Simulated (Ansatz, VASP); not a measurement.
## Two plane-wave programs on CrCoC6N6

```
CELL_PARAMETERS angstrom
0.00000 5.07435 5.07435
5.07435 0.00000 5.07435
5.07435 5.07435 0.00000
ATOMIC_POSITIONS crystal
Cr 0.00000 0.00000 0.00000
Co 0.50000 0.50000 0.50000
C 0.79914 0.20086 0.20086
C 0.20086 0.79914 0.20086
C 0.20086 0.20086 0.79914
C 0.20086 0.79914 0.79914
C 0.79914 0.20086 0.79914
C 0.79914 0.79914 0.20086
N 0.68446 0.31554 0.31554
N 0.31554 0.68446 0.31554
N 0.31554 0.31554 0.68446
N 0.31554 0.68446 0.68446
N 0.68446 0.31554 0.68446
N 0.68446 0.68446 0.31554
```

Alike in both runs: functional PBE; k mesh 6 × 6 × 6; occupations gaussian, width 0.02 eV; collinear spin.

Ansatz relaxed the structure, and its values are those at the end. VASP's run is a single point on that final structure, the one shown.

|  | VASP | Ansatz |
| --- | --- | --- |
| version | VASP 6.6.1 | Ansatz 0.2.0 |
| potentials or method | VASP PAW PBE potentials, release 64 (Cr_pv, Co, C, N), cutoff 600 eV | scalar-relativistic, plane waves, PAW |
| valence electrons in the cell | 75 | 85 |

Ansatz gave:

```
gap on the k mesh at the Fermi level (eV)                     : 1.85
least direct gap on the mesh (eV)                             : 1.88
pressure (GPa)                                                : 0.0
rms of the force components (eV/Å)                            : 0.001
net moment per atom (μB)                                      : 0.21
size of the moment on the site where the two differ most (μB) : 2.13
```

Question: Estimate VASP's values.

Answer: gap on the k mesh at the Fermi level (eV): 1.85; least direct gap on the mesh (eV): 1.85; pressure (GPa): 0.3; rms of the force components (eV/Å): 0.205; net moment per atom (μB): 0.21; size of the moment on the site where the two differ most (μB): 2.55.

Site moments also hang on the region over which each program counts them. VASP's potentials hold 75 valence electrons a cell and Ansatz's 85, so a difference there can come from the potentials and not from the codes. Ansatz's warnings: xc potential rough in thin density.

Noted on VASP's run: the standard files for N, O and F lose accuracy on very short bonds.
